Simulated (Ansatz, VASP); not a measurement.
RbBr: VASP beside Ansatz

```
Rb Br
1.0
     0.00000    3.57755    3.57755
     3.57755    0.00000    3.57755
     3.57755    3.57755    0.00000
Rb Br
1 1
Direct
  0.00000 0.00000 0.00000
  0.50000 0.50000 0.50000
```

Alike in both runs: task single point; functional PBE; k mesh 6 × 6 × 6; no spin polarisation.

|  | VASP | Ansatz |
| --- | --- | --- |
| version | VASP 6.6.1 | Ansatz 0.2.0 |
| potentials or method | VASP PAW PBE potentials, release 64 (Rb_sv, Br) | plane waves, PAW |
| plane-wave cutoff (eV) | 520 | 420 |
| occupations | gaussian, width 0.01 eV | fixed |
| valence electrons in the cell | 16 | 16 |

|  | VASP | Ansatz | Ansatz less VASP |
| --- | --- | --- | --- |
| gap on the k mesh at the Fermi level (eV) | 4.06 | 4.06 | +0.001 |
| pressure (GPa) | -0.6 | -0.6 | -0.02 |
